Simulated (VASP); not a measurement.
# LiF (P3_121) in VASP: a series of runs, part 2 of 2

VASP 6.6.1.

## Step 5: Single point, PBE (9.82 Å³/atom)

This run uses another cell than the first one, of 9.82 Å³/atom.

Input file INCAR:

```
PREC     = Accurate       # precision mode
ENCUT    = 520            # plane-wave cutoff, eV
EDIFF    = 1E-7           # SCF threshold, eV
ISMEAR   = 0              # smearing method
SIGMA    = 0.02           # smearing width, eV
LREAL    = F              # projectors in reciprocal space
LASPH    = T              # aspherical terms in the spheres
NELM     = 80             # most SCF steps
ALGO     = Normal         # electronic algorithm
ISIF     = 2              # what is computed and relaxed
LWAVE    = F              # write WAVECAR
LCHARG   = F              # write CHGCAR
GGA      = PE             # functional
NBANDS   = 24             # bands
```

Input file KPOINTS:

```
Automatic mesh
0
Gamma
  6 6 8
```

Input file POSCAR:

```
LiF
1.0
    4.8501617282      0.0000000000      0.0000000000
   -2.4250808641      4.2003632690      0.0000000000
    0.0000000000      0.0000000000      2.8920601622
Li F
3 3
Direct
    0.6218143156      0.6218143156      0.0000000000
    0.3781856844      0.0000000000      0.3333333333
    0.0000000000      0.3781856844      0.6666666667
    0.0000000000      0.6347700722      0.1666666667
    0.3652299278      0.3652299278      0.5000000000
    0.6347700722      0.0000000000      0.8333333333
```

Potentials or basis: VASP PAW PBE potentials, release 64 (Li_sv, F).

On the command line:

```
$ cat potpaw_PBE.64/Li_sv/POTCAR potpaw_PBE.64/F/POTCAR > POTCAR
$ mpirun -np 1 vasp_std > vasp.out
```

OUTCAR:

```text
PREC = Accurate
   ENCUT = 520
   EDIFF = 1E-7
   ISMEAR = 0
   LREAL = F
   LASPH = T
   NELM = 80
   ISIF = 2
   GGA = PE

 ion  position               nearest neighbor table
   1  0.622  0.622  0.000-   6 1.87   4 1.87   5 1.91   5 1.91
   2  0.378  0.000  0.333-   4 1.87   5 1.87   6 1.91   6 1.91
   3  0.000  0.378  0.667-   6 1.87   5 1.87   4 1.91   4 1.91
   4  0.000  0.635  0.167-   2 1.87   1 1.87   3 1.91   3 1.91
   5  0.365  0.365  0.500-   2 1.87   3 1.87   1 1.91   1 1.91
   6  0.635  0.000  0.833-   3 1.87   1 1.87   2 1.91   2 1.91

  LATTYP: Found a hexagonal cell.
 ALAT       =     4.8501617282
 C/A-ratio  =     0.5962811808

  Lattice vectors:

 A1 = (   4.8501617282,   0.0000000000,   0.0000000000)
 A2 = (  -2.4250808641,   4.2003632690,   0.0000000000)
 A3 = (   0.0000000000,   0.0000000000,   2.8920601622)

Analysis of symmetry for initial positions (statically):
=====================================================================
 Subroutine PRICEL returns:
 Original cell was already a primitive cell.

 Routine SETGRP: Setting up the symmetry group for a
[... 182 lines left out ...]
 fundamental gap:      7.7223370377
 Fermi energy:        -2.1663842304

 k-point     1 :       0.0000    0.0000    0.0000
  band No.  band energies     occupation
      1     -43.0088      2.00000
      2     -42.9606      2.00000
      3     -42.9606      2.00000
      4     -21.8052      2.00000
      5     -21.5354      2.00000
      6     -21.5354      2.00000
[... 637 lines left out ...]
     23      15.8275      0.00000
     24      16.3989      0.00000

 [... further k-points ...]

------------------------ aborting loop because EDIFF is reached ----------------------------------------

  FORCE on cell =-STRESS in cart. coord.  units (eV):
  Direction    XX          YY          ZZ          XY          YZ          ZX
  --------------------------------------------------------------------------------------
  -------------------------------------------------------------------------------------
  Total        0.5618443      0.5618443      0.5545502      0.0000000     -0.0000000      0.0000000
  in kB       15.2783388     15.2783388     15.0799895      0.0000000     -0.0000000      0.0000000
  external PRESSURE =      15.2122224 kB  Pullay stress =       0.0000000 kB

 VOLUME and BASIS-vectors are now :
 -----------------------------------------------------------------------------
  energy-cutoff  :      520.00
  volume of cell :       58.92
      direct lattice vectors                 reciprocal lattice vectors
     4.850161728  0.000000000  0.000000000     0.206178692  0.119037323  0.000000000
    -2.425080864  4.200363269  0.000000000     0.000000000  0.238074646  0.000000000
     0.000000000  0.000000000  2.892060162     0.000000000  0.000000000  0.345774273

 POSITION                                       TOTAL-FORCE (eV/Angst)
 -----------------------------------------------------------------------------------
      1.50795      2.61185      0.00000         0.003149      0.005455      0.000000
      1.83426      0.00000      0.96402        -0.006299     -0.000000     -0.000000
     -0.91713      1.58852      1.92804         0.003149     -0.005455      0.000000
     -1.53937      2.66626      0.48201        -0.001950      0.003377      0.000000
      0.88571      1.53410      1.44603        -0.001950     -0.003377      0.000000
      3.07874      0.00000      2.41005         0.003900     -0.000000      0.000000
 -----------------------------------------------------------------------------------
    total drift:                                0.000001      0.000001      0.000002

  FREE ENERGIE OF THE ION-ELECTRON SYSTEM (eV)
  ---------------------------------------------------
  free  energy   TOTEN  =       -28.6525984931 eV

  energy  without entropy=      -28.6525984931  energy(sigma->0) =      -28.65259849
```

OSZICAR:

```text
N       E                     dE             d eps       ncg     rms          rms(c)
DAV:   1     0.214296336434E+03    0.21430E+03   -0.15853E+04  2120   0.137E+03
DAV:   2    -0.104989961366E+02   -0.22480E+03   -0.21704E+03  2488   0.351E+02
DAV:   3    -0.297934908350E+02   -0.19294E+02   -0.19147E+02  3744   0.801E+01
DAV:   4    -0.307191941167E+02   -0.92570E+00   -0.92505E+00  2624   0.158E+01
DAV:   5    -0.307326004111E+02   -0.13406E-01   -0.13406E-01  3144   0.197E+00    0.884E+00
DAV:   6    -0.285709911638E+02    0.21616E+01   -0.69606E+00  2368   0.168E+01    0.273E+00
DAV:   7    -0.286066617423E+02   -0.35671E-01   -0.30235E-01  2864   0.304E+00    0.181E+00
DAV:   8    -0.286526891262E+02   -0.46027E-01   -0.11765E-01  2424   0.288E+00    0.497E-01
DAV:   9    -0.286512341994E+02    0.14549E-02   -0.21461E-02  3056   0.982E-01    0.138E-01
DAV:  10    -0.286525913972E+02   -0.13572E-02   -0.22885E-03  2384   0.310E-01    0.484E-02
DAV:  11    -0.286525942622E+02   -0.28650E-05   -0.13142E-04  2896   0.889E-02    0.807E-03
DAV:  12    -0.286525979950E+02   -0.37328E-05   -0.11784E-05  2480   0.235E-02    0.131E-03
DAV:  13    -0.286525982225E+02   -0.22754E-06   -0.94922E-07  3288   0.578E-03    0.118E-03
DAV:  14    -0.286525984854E+02   -0.26286E-06   -0.72708E-08  2208   0.194E-03    0.112E-03
DAV:  15    -0.286525984931E+02   -0.76793E-08   -0.32901E-08  1880   0.132E-03
   1 F= -.28652598E+02 E0= -.28652598E+02  d E =-.394773E-14
```

stdout:

```text
POSCAR found type information on POSCAR LiF
 POSCAR found :  2 types and       6 ions
 scaLAPACK will be used
 LDA part: xc-table for (Slater+PW92), standard interpolation
 POSCAR, INCAR and KPOINTS ok, starting setup
 FFT: planning ... GRIDC
 FFT: planning ... GRID_SOFT
 FFT: planning ... GRID
 WAVECAR not read
 entering main loop
```

Wall time 20 s (1 thread of Intel Xeon 6975P-C (Granite Rapids), shared host); peak memory 0.19 GiB.

Results:

```yaml
Free_energy: -28.6526 eV
Largest_force: 0.006 eV/Å
Band_gap_on_the_k_mesh: 7.72 eV
```

Forces on the atoms (eV/Å):
```
Li   0.003  0.005  0.000
Li  -0.006  0.000  0.000
Li   0.003 -0.005  0.000
F   -0.002  0.003  0.000
F   -0.002 -0.003  0.000
F    0.004  0.000  0.000
```

Levels at points of the mesh, in eV from the valence-band top:
| k point | band 13 | band 14 | band 15 | band 16 | band 17 | band 18 |
| --- | --- | --- | --- | --- | --- | --- |
| (0.00, 0.00, 0.00) | -0.08 | -0.08 | 0.00 | 7.72 | 12.81 | 13.00 |
| (0.50, 0.00, 0.00) | -0.17 | -0.08 | -0.07 | 9.36 | 10.16 | 11.16 |
| (0.00, 0.00, 0.50) | -0.57 | -0.57 | -0.14 | 10.91 | 10.91 | 14.04 |
| (0.50, 0.00, 0.50) | -0.67 | -0.46 | -0.17 | 11.29 | 11.53 | 12.63 |

Caveat: the cutoff is under 1.25 times the usual one of these potentials, so pressure, stress and relaxed cells hold a basis-set (Pulay) error.

## Step 6: Single point, PBE

This run uses another cell than the first one, of 10.12 Å³/atom.

Input file INCAR:

```
SYSTEM = LiF
  PREC = Accurate
  ENCUT = 520
  EDIFF = 1E-6
  ISMEAR = 0
  SIGMA = 0.02
  LREAL = .False.
  LASPH = .True.
  NELM = 100
  ALGO = Normal
  ISIF = 2
  LWAVE = .False.
  LCHARG = .False.
  GGA = PE
  NBANDS = 24
```

Input file KPOINTS:

```
regular mesh
0
Gamma
  6 6 8
  0 0 0
```

Input file POSCAR:

```
LiF
1.0
    4.8953675173      0.0000000000      0.0000000000
   -2.4476837587      4.2395126308      0.0000000000
    0.0000000000      0.0000000000      2.9266947327
Li F
3 3
Direct
    0.6218054410      0.6218054410      0.0000000000
    0.3781945590      0.0000000000      0.3333333333
    0.0000000000      0.3781945590      0.6666666667
    0.0000000000      0.6336921829      0.1666666667
    0.3663078171      0.3663078171      0.5000000000
    0.6336921829      0.0000000000      0.8333333333
```

Potentials or basis: VASP PAW PBE potentials, release 64 (Li_sv, F).

On the command line:

```
$ cat potpaw_PBE.64/Li_sv/POTCAR potpaw_PBE.64/F/POTCAR > POTCAR
$ mpirun -np 1 vasp_std > vasp.out
```

It took 18 s on 1 thread of Intel Xeon 6975P-C (Granite Rapids), shared host; peak memory 0.19 GiB.

The run converged. Its results:

```
Free energy            : -28.6647 eV
Band gap on the k mesh : 7.56 eV
```

Levels at points of the mesh, in eV from the valence-band top:
```
           k point  band 12  band 13  band 14  band 15  band 16  band 17  band 18  band 19
(0.00, 0.00, 0.00)    -0.35    -0.06    -0.06     0.00     7.56    12.62    12.84    13.16
(0.50, 0.00, 0.00)    -0.46    -0.15    -0.08    -0.07     9.20     9.98    11.01    14.07
(0.00, 0.00, 0.50)    -0.97    -0.53    -0.53    -0.12    10.76    10.76    13.86    13.86
(0.50, 0.00, 0.50)    -0.71    -0.63    -0.43    -0.15    11.14    11.40    12.44    13.45
```

Caveat: the cutoff is under 1.25 times the usual one of these potentials, so pressure, stress and relaxed cells hold a basis-set (Pulay) error. A k mesh can miss the band edges.

## Step 7: Summary

| cell | gap on the mesh (eV) | largest force (eV/Å) |
| --- | --- | --- |
| a = 4.711, b = 4.711, c = 2.781 Å, angles 90.0, 90.0, 120.0°, 6 atoms, atomic positions A | 8.26 | - |
| a = 4.758, b = 4.758, c = 2.819 Å, angles 90.0, 90.0, 120.0°, 6 atoms, atomic positions A | 8.07 | 0.01 |
| a = 4.804, b = 4.804, c = 2.856 Å, angles 90.0, 90.0, 120.0°, 6 atoms, atomic positions B | 7.89 | 0.01 |
| a = 4.850, b = 4.850, c = 2.892 Å, angles 90.0, 90.0, 120.0°, 6 atoms, atomic positions B | 7.72 | 0.01 |
| a = 4.895, b = 4.895, c = 2.927 Å, angles 90.0, 90.0, 120.0°, 6 atoms, atomic positions C | 7.56 | - |

Alike in all rows: task single point; level PBE; potentials or basis VASP PAW PBE potentials, release 64 (Li_sv, F); no spin polarisation; k mesh 6 × 6 × 8; cutoff (eV) 520; smearing gaussian 0.02 eV.

Caveats: the cutoff is under 1.25 times the usual one of these potentials, so pressure, stress and relaxed cells hold a basis-set (Pulay) error.

Total energies depend on the potentials used, so only differences within one code and one set of settings carry meaning.
